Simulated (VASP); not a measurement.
**Fe: single point with PBE**

Fe:

```
Fe
1.0
    -1.43450    1.43450    1.43450
     1.43450   -1.43450    1.43450
     1.43450    1.43450   -1.43450
Fe
1
Cartesian
  0.0000 0.0000 0.0000
```

```yaml
Program: VASP 6.6.1
Task: single point
Functional: PBE
Potentials_or_basis: VASP PAW PBE potentials, release 64 (Fe)
Cutoff: 600 eV
k_mesh: 14 × 14 × 14
Occupations: gaussian, width 0.1 eV
Spin: collinear spin, ferromagnetic start
Starting_moments: "[2.54] μB"
Fixed_moment: 2.54 μB
Dipole_correction: no
Further_INCAR_settings: ALGO = Normal; EDIFF = 1e-06; NBANDS = 14
```

- Pressure: 0.3 GPa
- Net moment: 2.54 μB per cell
- Site moments: Fe +2.54 μB
- Valence electrons inside the program's atomic spheres: Fe 7.19

Run time: 15 s on 1 thread of Intel(R) Xeon(R) 6975P-C (Granite Rapids), with other jobs on the host, peak memory 0.15 GiB.

Caveat: the total moment is fixed, so each spin has its own Fermi level.
